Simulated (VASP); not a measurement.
Set up this calculation in VASP 6.6.1, as the native input.

```
Task                   : single point
Functional             : PBE
Potentials or basis    : VASP PAW PBE potentials, release 64 (Eu)
Cutoff                 : 520 eV
k mesh                 : 9 × 9 × 9
Occupations            : fermi-dirac, width 0.08 eV
Spin                   : collinear spin, ferromagnetic start
Starting moments       : [7.0] μB
Dipole correction      : no
Further INCAR settings : ALGO = Normal; EDIFF = 1e-06; NBANDS = 18
```

The structure of Eu lies in POSCAR:

```
Eu
1.0
    0.0000000000      2.6525391117      2.6525391117
    2.6525391117      0.0000000000      2.6525391117
    2.6525391117      2.6525391117      0.0000000000
Eu
1
Direct
    0.0000000000      0.0000000000      0.0000000000
```

This cell differs from its parent crystal: volume scaled by 0.86.

One way to write it, as run:

INCAR

```
SYSTEM = Eu
ALGO = Normal ; EDIFF = 1E-6
ENCUT = 520 ; GGA = PE
ISIF = 2 ; ISMEAR = -1
ISPIN = 2 ; LASPH = .TRUE.
LCHARG = .TRUE. ; LELF = .TRUE.
LMAXMIX = 6 ; LORBIT = 11
LREAL = .FALSE. ; LVHAR = .TRUE.
LWAVE = .FALSE. ; MAGMOM = 7
NBANDS = 18 ; NELM = 150
PREC = Accurate ; SIGMA = 0.08
```

KPOINTS

```
k-points
0
G
  9 9 9
  0 0 0
```

Potentials or basis: VASP PAW PBE potentials, release 64 (Eu).

Launch:

```console
$ cat potpaw_PBE.64/Eu/POTCAR > POTCAR
$ mpirun -np 1 vasp_std > vasp.out
```

It gave:

```
Pressure                                              : 2.0 GPa
Net moment                                            : 7.46 μB per cell
Site moments                                          : Eu +6.72 μB
Valence electrons inside the program's atomic spheres : Eu 14.76
```

Run time: 30 s on 1 thread of Intel(R) Xeon(R) 6975P-C (Granite Rapids) (shared host), peak memory 0.19 GiB.
